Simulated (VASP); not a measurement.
# Be (Pm-3m) in VASP: single point with LDA

Aim: the single point of Be with LDA.

Everything below comes from runs of VASP 6.6.1. Logs are shortened: lines on timing, memory, paths and dates and some standing lists are left out, and cuts for length are marked.

## (1) The cell of the first run

It takes space group Pm-3m (No. 221, cubic). The conventional cell has a = 2.134 Å, b = 2.134 Å, c = 2.134 Å, α = 90.00°, β = 90.00°, γ = 90.00°. Within 2.8 Å of Be (site symmetry m-3m) lie 6 Be at 2.13 Å.

## (2) Single point, LDA

INCAR

```
  PREC = Accurate
  ENCUT = 520
  EDIFF = 1E-6
  ISMEAR = -1
  SIGMA = 0.13605693000000002
  LREAL = False
  LASPH = True
  NELM = 80
  ALGO = Normal
  ISIF = 2
  LWAVE = False
  LCHARG = True
  GGA = CA
  LELF = True
  LVHAR = True
  NBANDS = 7
```

KPOINTS

```
regular mesh
0
Gamma
  15 15 15
```

POSCAR

```
Be
1.0
    2.1336967697      0.0000000000      0.0000000000
    0.0000000000      2.1336967697      0.0000000000
    0.0000000000      0.0000000000      2.1336967697
Be
1
Direct
    0.0000000000      0.0000000000      0.0000000000
```

Potentials or basis: VASP PAW LDA potentials, release 64 (Be).

Started as:

```sh
$ cat potpaw_LDA.64/Be/POTCAR > POTCAR
$ mpirun -np 1 vasp_std > vasp.out
```

OUTCAR:

```text
PREC = Accurate
   ENCUT = 520
   EDIFF = 1E-6
   ISMEAR = -1
   LREAL = False
   LASPH = True
   NELM = 80
   ISIF = 2
   GGA = CA

 ion  position               nearest neighbor table
   1  0.000  0.000  0.000-

  LATTYP: Found a simple cubic cell.
 ALAT       =     2.1336967697

  Lattice vectors:

 A1 = (   2.1336967697,   0.0000000000,   0.0000000000)
 A2 = (   0.0000000000,   2.1336967697,   0.0000000000)
 A3 = (   0.0000000000,   0.0000000000,   2.1336967697)

Analysis of symmetry for initial positions (statically):
=====================================================================
 Subroutine PRICEL returns:
 Original cell was already a primitive cell.

 Routine SETGRP: Setting up the symmetry group for a
 simple cubic supercell.

 Subroutine GETGRP returns: Found 48 space group operations
 (whereof 48 operations were pure point group operations)
 out of a pool of 48 trial point group operations.

The static configuration has the point symmetry O_h .

Analysis of symmetry for dynamics (positions and initial velocities):
=====================================================================
 Subroutine PRICEL returns:
 Original cell was already a primitive cell.

 Routine SETGRP: Setting up the symmetry group for a
 simple cubic supercell.

 Subroutine GETGRP returns: Found 48 space group operations
 (whereof 48 operations were pure point group operations)
 out of a pool of 48 trial point group operations.

The dynamic configuration has the point symmetry O_h .

 Subroutine INISYM returns: Found 48 space group operations
 (whereof 48 operations are pure point group operations),
 and found     1 'primitive' translations

----------------------------------------------------------------------------------------

                                     Primitive cell

  volume of cell :       9.7140

  direct lattice vectors                    reciprocal lattice vectors
     2.133696770  0.000000000  0.000000000     0.468670157  0.000000000  0.000000000
     0.000000000  2.133696770  0.000000000     0.000000000  0.468670157  0.000000000
     0.000000000  0.000000000  2.133696770     0.000000000  0.000000000  0.468670157

  length of vectors
     2.133696770  2.133696770  2.133696770     0.468670157  0.468670157  0.468670157

  position of ions in fractional coordinates (direct lattice)
     0.000000000  0.000000000  0.000000000

  ion indices of the primitive-cell ions
   primitive index   ion index
                 1           1

----------------------------------------------------------------------------------------

 KPOINTS: regular mesh

Automatic generation of k-mesh.
 Grid dimensions read from file:
 generate k-points for:   15   15   15

 Generating k-lattice:

  Cartesian coordinates                     Fractional coordinates (reciprocal lattice)
     0.031244677  0.000000000  0.000000000     0.066666667  0.000000000  0.000000000
     0.000000000  0.031244677  0.000000000     0.000000000  0.066666667  0.000000000
     0.000000000  0.000000000  0.031244677     0.000000000  0.000000000  0.066666667

  Length of vectors
     0.031244677  0.031244677  0.031244677

  Shift w.r.t. Gamma in fractional coordinates (k-lattice)
     0.000000000  0.000000000  0.000000000

 Subroutine IBZKPT returns following result:
 ===========================================

 Found    120 irreducible k-points:

 Following reciprocal coordinates:
            Coordinates               Weight
  0.000000  0.000000  0.000000      1.000000
  0.066667  0.000000  0.000000      6.000000
  0.133333  0.000000  0.000000      6.000000
  0.200000  0.000000  0.000000      6.000000
  0.266667  0.000000  0.000000      6.000000
  0.333333  0.000000  0.000000      6.000000
[... 16 lines left out ...]
  0.266667  0.200000  0.000000     24.000000
  0.333333  0.200000  0.000000     24.000000
 [... further k-points ...]
   k-points           NKPTS =    120   k-points in BZ     NKDIM =    120   number of bands    NBANDS=      7
   number of dos      NEDOS =    301   number of ions     NIONS =      1
   total plane-waves  NPLWV =   4096
   dimension x,y,z NGX =    16 NGY =   16 NGZ =   16
   dimension x,y,z NGXF=    32 NGYF=   32 NGZF=   32
   ions per type =               1
   NGX,Y,Z   is equivalent  to a cutoff of  12.47, 12.47, 12.47 a.u.
   NGXF,Y,Z  is equivalent  to a cutoff of  24.93, 24.93, 24.93 a.u.
 SYSTEM =  unknown system
   PREC   = accura    normal or accurate (medium, high low for compatibility)
   ISTART =      0    job   : 0-new  1-cont  2-samecut
   ICHARG =      2    charge: 1-file 2-atom 10-const
   ISPIN  =      1    spin polarized calculation?
   LNONCOLLINEAR =      F non collinear calculations
   LSORBIT =      F    spin-orbit coupling
   LASPH  =      T    aspherical Exc in radial PAW
   ENCUT  =  520.0 eV  38.22 Ry    6.18 a.u.   3.97  3.97  3.97*2*pi/ulx,y,z
   NELM   =     80;   NELMIN=  2; NELMDL= -5     # of ELM steps
   EDIFF  = 0.1E-05   stopping-criterion for ELM
   LREAL  =      F    real-space projection
   EDIFFG = 0.1E-04   stopping-criterion for IOM
   NSW    =      0    number of steps for IOM
   IBRION =     -1    ionic relax: 0-MD 1-quasi-New 2-CG
   NFREE  =      0    steps in history (QN), initial steepest desc. (CG)
   ISIF   =      2    stress and relaxation
   ISYM   =      2    0-nonsym 1-usesym 2-fastsym
   POTIM  = 0.5000    time-step for ionic-motion
   TEBEG  =    0.0;   TEEND  =   0.0 temperature during run
   PSTRESS=    0.0 pullay stress
   NELECT =       2.0000    total number of electrons
   NUPDOWN=      -1.0000    fix difference up-down
   EMIN   =  10.00;   EMAX   =-10.00  energy-range for DOS
   EFERMI =   0.00;   METHOD = LEGACY
   ISMEAR =    -1;   SIGMA  =   0.14  broadening in eV -4-tet -1-fermi 0-gaus
   EFERMI_NEDOS =   21; number of points for ismear=-14 and -15
   IALGO  =     38    algorithm
   IMIX   =      4    mixing-type and parameters
     AMIX     =   0.40;   BMIX     =  1.00
     AMIX_MAG =   1.60;   BMIX_MAG =  1.00
  volume/ion in A,a.u.               =       9.71        65.55
  Fermi-wavevector in a.u.,A,eV,Ry     =   0.966686  1.826772 12.714399  0.934482
  Thomas-Fermi vector in A             =   2.096508
   LORBIT       =      0    0 simple, 1 ext, 2 COOP (PROOUT), +10 PAW based schemes
   GGA     = CA    functional components
   LHFCALC =     F    Hartree Fock is set to
   AEXX    =    0.0000 exact exchange contribution
   IVDW    =     0    specifies the selected vdW correction
   LEPSILON=     F    determine dielectric tensor
   LRPA    =     F    only Hartree local field effects (RPA)
 non-spin polarized calculation
  energy-cutoff  :      520.00
  volume of cell :        9.71
 maximum number of plane-waves:       280
 NGX is ok and might be reduce to    16
   NGX =  7   NGY =  7   NGZ =  7

 number of electron       2.0000000 magnetization

 Free energy of the ion-electron system (eV)
  ---------------------------------------------------
  ext. energy  EPLUGINS =         0.00000000
  ---------------------------------------------------
  free energy    TOTEN  =        -3.15614041 eV

  energy without entropy =       -3.13248200  energy(sigma->0) =       -3.14431120

 E-fermi :   5.0282     XC(G=0):  -9.9464

 val. band max:        5.0055100535   @ k =   0.4667   0.3333   0.2667
 cond. band min:       5.0356414025   @ k =   0.4667   0.2667   0.1333
 fundamental gap:      0.0301313490
 Fermi energy:         5.0282448173

 k-point     1 :       0.0000    0.0000    0.0000
  band No.  band energies     occupation
      1      -4.8873      2.00000
      2      18.8553      0.00000
      3      18.8553      0.00000
      4      18.8553      0.00000
      5      24.8666      0.00000
      6      24.8666      0.00000
      7      34.1470      0.00000

 k-point     2 :       0.0667    0.0000    0.0000
  band No.  band energies     occupation
      1      -4.7760      2.00000
      2      17.3549      0.00000
      3      18.9683      0.00000
      4      18.9683      0.00000
      5      25.0068      0.00000
      6      26.5353      0.00000
      7      34.0289      0.00000

 k-point     3 :       0.1333    0.0000    0.0000
  band No.  band energies     occupation
      1      -4.4431      2.00000
      2      14.6818      0.00000
      3      19.3019      0.00000
      4      19.3019      0.00000
      5      25.4257      0.00000
      6      29.5894      0.00000
      7      33.8046      0.00000

 k-point     4 :       0.2000    0.0000    0.0000
  band No.  band energies     occupation
      1      -3.8916      2.00000
      2      11.9530      0.00000
      3      19.8375      0.00000
      4      19.8375      0.00000
      5      26.1183      0.00000
      6      31.7749      0.00000
      7      34.6047      0.00000

 k-point     5 :       0.2667    0.0000    0.0000
  band No.  band energies     occupation
      1      -3.1285      2.00000
      2       9.3892      0.00000
      3      20.5365      0.00000
      4      20.5365      0.00000
      5      27.0722      0.00000
      6      31.6841      0.00000
      7      37.5132      0.00000

 k-point     6 :       0.3333    0.0000    0.0000
  band No.  band energies     occupation
      1      -2.1720      2.00000
      2       7.0642      0.00000
      3      21.3244      0.00000
      4      21.3244      0.00000
      5      28.2565      0.00000
      6      31.1760      0.00000
      7      37.3460      0.00000

 k-point     7 :       0.4000    0.0000    0.0000
  band No.  band energies     occupation
      1      -1.0785      2.00000
      2       5.0533      0.90836
      3      22.0638      0.00000
      4      22.0638      0.00000
      5      29.5795      0.00000
      6      30.7459      0.00000
      7      35.5230      0.00000

 k-point     8 :       0.4667    0.0000    0.0000
  band No.  band energies     occupation
      1      -0.0954      2.00000
      2       3.6103      1.99994
      3      22.5380      0.00000
      4      22.5380      0.00000
      5      30.5097      0.00000
      6      30.7001      0.00000
      7      34.5029      0.00000

 k-point     9 :       0.0667    0.0667    0.0000
  band No.  band energies     occupation
      1      -4.6646      2.00000
      2      16.9368      0.00000
      3      18.0888      0.00000
      4      19.0811      0.00000
      5      25.9679      0.00000
      6      27.2966      0.00000
      7      33.8768      0.00000

 k-point    10 :       0.1333    0.0667    0.0000
  band No.  band energies     occupation
      1      -4.3309      2.00000
      2      14.6357      0.00000
      3      18.1344      0.00000
      4      19.4140      0.00000
      5      26.6407      0.00000
      6      30.0221      0.00000
      7      33.5399      0.00000

 k-point    11 :       0.2000    0.0667    0.0000
  band No.  band energies     occupation
      1      -3.7782      2.00000
      2      11.9795      0.00000
      3      18.6578      0.00000
      4      19.9483      0.00000
      5      27.3408      0.00000
      6      31.8126      0.00000
      7      34.4531      0.00000
[... 51 lines left out ...]
 k-point    17 :       0.2000    0.1333    0.0000
  band No.  band energies     occupation
      1      -3.4391      2.00000
      2      11.9316      0.00000
      3      16.6160      0.00000
      4      20.2752      0.00000
      5      29.2536      0.00000
      6      31.5020      0.00000
      7      34.7804      0.00000

 k-point    18 :       0.2667    0.1333    0.0000
  band No.  band energies     occupation
      1      -2.6693      2.00000
      2       9.5735      0.00000
      3      17.2440      0.00000
      4      20.9665      0.00000
      5      29.4417      0.00000
      6      30.6543      0.00000
      7      37.4651      0.00000

 k-point    19 :       0.3333    0.1333    0.0000
  band No.  band energies     occupation
      1      -1.7026      2.00000
      2       7.3318      0.00000
      3      18.1272      0.00000
      4      21.7435      0.00000
      5      27.9828      0.00000
      6      31.4235      0.00000
      7      36.8784      0.00000

 k-point    20 :       0.4000    0.1333    0.0000
  band No.  band energies     occupation
      1      -0.5906      2.00000
      2       5.3493      0.17256
      3      19.0883      0.00000
      4      22.4700      0.00000
      5      26.4618      0.00000
      6      32.4530      0.00000
      7      35.6738      0.00000

 k-point    21 :       0.4667    0.1333    0.0000
  band No.  band energies     occupation
      1       0.4312      2.00000
      2       3.8882      1.99954
      3      19.8211      0.00000
      4      22.9340      0.00000
      5      25.4255      0.00000
      6      33.4641      0.00000
      7      34.6540      0.00000

 k-point    22 :       0.2000    0.2000    0.0000
  band No.  band energies     occupation
      1      -2.8773      2.00000
      2      11.2551      0.00000
      3      15.2829      0.00000
      4      20.7989      0.00000
      5      29.1834      0.00000
      6      31.4808      0.00000
      7      36.6535      0.00000

 k-point    23 :       0.2667    0.2000    0.0000
  band No.  band energies     occupation
      1      -2.0998      2.00000
      2       9.5863      0.00000
      3      15.2670      0.00000
      4      21.4797      0.00000
      5      27.3060      0.00000
      6      32.2945      0.00000
      7      38.8267      0.00000

 k-point    24 :       0.3333    0.2000    0.0000
  band No.  band energies     occupation
      1      -1.1221      2.00000
      2       7.5852      0.00000
      3      15.9684      0.00000
      4      22.2423      0.00000
      5      25.2574      0.00000
      6      33.0974      0.00000
      7      38.4254      0.00000

 [... further k-points ...]
[... 5 lines left out ...]
  --------------------------------------------------------------------------------------
  -------------------------------------------------------------------------------------
  Total        0.0614413      0.0614413      0.0614413     -0.0000000      0.0000000     -0.0000000
  in kB       10.1338160     10.1338160     10.1338160     -0.0000000      0.0000000     -0.0000000
  external PRESSURE =      10.1338160 kB  Pullay stress =       0.0000000 kB

 VOLUME and BASIS-vectors are now :
 -----------------------------------------------------------------------------
  energy-cutoff  :      520.00
  volume of cell :        9.71
      direct lattice vectors                 reciprocal lattice vectors
     2.133696770  0.000000000  0.000000000     0.468670157  0.000000000  0.000000000
     0.000000000  2.133696770  0.000000000     0.000000000  0.468670157  0.000000000
     0.000000000  0.000000000  2.133696770     0.000000000  0.000000000  0.468670157

 POSITION                                       TOTAL-FORCE (eV/Angst)
 -----------------------------------------------------------------------------------
      0.00000      0.00000      0.00000         0.000000      0.000000      0.000000
 -----------------------------------------------------------------------------------
    total drift:                                0.000000     -0.000000     -0.000000

  FREE ENERGIE OF THE ION-ELECTRON SYSTEM (eV)
  ---------------------------------------------------
  free  energy   TOTEN  =        -3.1561404087 eV

  energy  without entropy=       -3.1324819979  energy(sigma->0) =       -3.14431120
```

Wall time 1.6 s (1 thread of Intel Xeon 6975P-C (Granite Rapids), shared host); peak memory 0.1 GiB.

Results:

- Free energy: -3.1561 eV
- Pressure: 1.0 GPa
- Band gap on the k mesh: zero (band 1 reaches 9.93 eV, above the bottom of band 2 at 3.61 eV)

Levels at points of the mesh, in eV from the Fermi level:
```csv
k point,band 1,band 2,band 3,band 4,band 5,band 6
"(0.00, 0.00, 0.00)",-9.92,13.83,13.83,13.83,19.84,19.84
```
